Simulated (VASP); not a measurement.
TaWC2:

```
W Ta C
1.0
     1.57186    0.90751    5.10162
    -1.57186    0.90751    5.10162
     0.00000   -1.81502    5.10162
W Ta C
1 1 2
Direct
  0.00000 0.00000 0.00000
  0.50000 0.50000 0.50000
  0.25093 0.25093 0.25093
  0.74907 0.74907 0.74907
```

Base run:

- Program: VASP 6.6.1
- Functional: LDA
- Potentials or basis: VASP PAW LDA potentials, release 64 (W_sv, Ta_pv, C)
- Cutoff: 520 eV
- k mesh: 10 × 10 × 10
- Occupations: fermi-dirac, width 0.05 eV
- Spin: no spin polarisation
- Hubbard terms: Ta d U = 2.0 eV, W d U = 2.0 eV

Its results: band gap on the k mesh zero (an odd number of electrons rules out a gap without spin polarisation); pressure -10.3 GPa; largest force 0.091 eV/Å.

Problem. The run is repeated on the same cell with these changes: hubbard terms from Ta d U = 2.0 eV, W d U = 2.0 eV to Ta d U = 1.0 eV, W d U = 1.0 eV. What comes out?

Solution. Band gap on the k mesh zero (an odd number of electrons rules out a gap without spin polarisation); pressure -12.6 GPa; largest force 0.088 eV/Å.

Caveats: the cell stands under tension; spin-orbit coupling is left out, which moves the levels of the heavy elements; U without spin polarisation on a metal has little footing; the U is typed as a test and isn't derived for this compound.
